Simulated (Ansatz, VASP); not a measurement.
**Two plane-wave programs on Ni**

File POSCAR:

```
Ni
1.0
   -1.2730182324      1.2730182324      1.3837154700
    1.2730182324     -1.2730182324      1.3837154700
    1.2730182324      1.2730182324     -1.3837154700
Ni
1
Direct
    0.0000000000      0.0000000000      0.0000000000
```

Contents of INCAR.step1:

```
SYSTEM = Ni
ALGO = Normal
EDIFF = 1E-4
ENCUT = 520
GGA = PE
ISMEAR = 0
ISPIN = 2
LASPH = .TRUE.
LCHARG = .FALSE.
LMAXMIX = 4
LREAL = .FALSE.
LWAVE = .TRUE.
MAGMOM = 0.78
NBANDS = 15
NELM = 150
PREC = Accurate
SIGMA = 0.15
```

INCAR.step2

```
SYSTEM = Ni
ALGO = Normal
EDIFF = 1E-6
ENCUT = 520
ISIF = 2
ISMEAR = 0
ISPIN = 2
ISTART = 1
LASPH = .TRUE.
LCHARG = .TRUE.
LELF = .TRUE.
LMAXMIX = 4
LMIXTAU = .TRUE.
LORBIT = 11
LREAL = .FALSE.
LVHAR = .TRUE.
LWAVE = .FALSE.
MAGMOM = 0.78
METAGGA = R2SCAN
NBANDS = 15
NELM = 150
PREC = Accurate
SIGMA = 0.15
```

Contents of KPOINTS:

```
k-points
0
G
  24 24 24
  0 0 0
```

Input for Ansatz:

```yaml
crystal:
  lattice:
    - [-1.2730182324, 1.2730182324, 1.38371547]
    - [1.2730182324, -1.2730182324, 1.38371547]
    - [1.2730182324, 1.2730182324, -1.38371547]
  atoms:
    - { symbol: Ni, position: [0.0, 0.0, 0.0], spin: 0.78 }
basis:
  ecutwfc: 500
kpoints:
  mp_grid: { grid: [24, 24, 24] }
hamiltonian:
  xc: r2scan
scf:
  occupations: { method: gaussian, width: 0.15 }
output:
  forces: true
  stress: true
  eigenvalues: true
  populations: true
magnetization:
  spin_polarized: true
```

Change from the starting cell: strain -0.080 along x and y, +0.000 along z, atoms carried along.

Alike in both runs: task single point; functional r2SCAN; k mesh 24 × 24 × 24; occupations gaussian, width 0.15 eV; collinear spin.

|  | VASP | Ansatz |
| --- | --- | --- |
| version | VASP 6.6.1 | Ansatz 0.2.0 |
| potentials or method | VASP PAW PBE potentials, release 64 (Ni), cutoff 520 eV | scalar-relativistic, plane waves, PAW |
| valence electrons in the cell | 10 | 18 |

|  | VASP | Ansatz | Ansatz less VASP |
| --- | --- | --- | --- |
| gap on the k mesh at the Fermi level (eV) | none | none | - |
| pressure (GPa) | 53.1 | 52.9 | -0.13 |
| traceless stress, the component that is largest in VASP (GPa) | 6.08 | 6.45 | +0.364 |
| net moment per atom (μB) | 0.56 | 0.57 | +0.010 |
| size of the moment on the site where the two differ most (μB) | 0.56 | 0.62 | +0.056 |

VASP's potentials were made for PBE, not for r2SCAN. Site moments also hang on the region over which each program counts them. A gap of «none» marks a metal or a gap that the smearing closes. Both programs put the cell under a high pressure, so it lies far from rest at this level. VASP's potentials hold 10 valence electrons a cell and Ansatz's 18, so a difference there can come from the potentials and not from the codes. Ansatz's warnings: stability check not made.
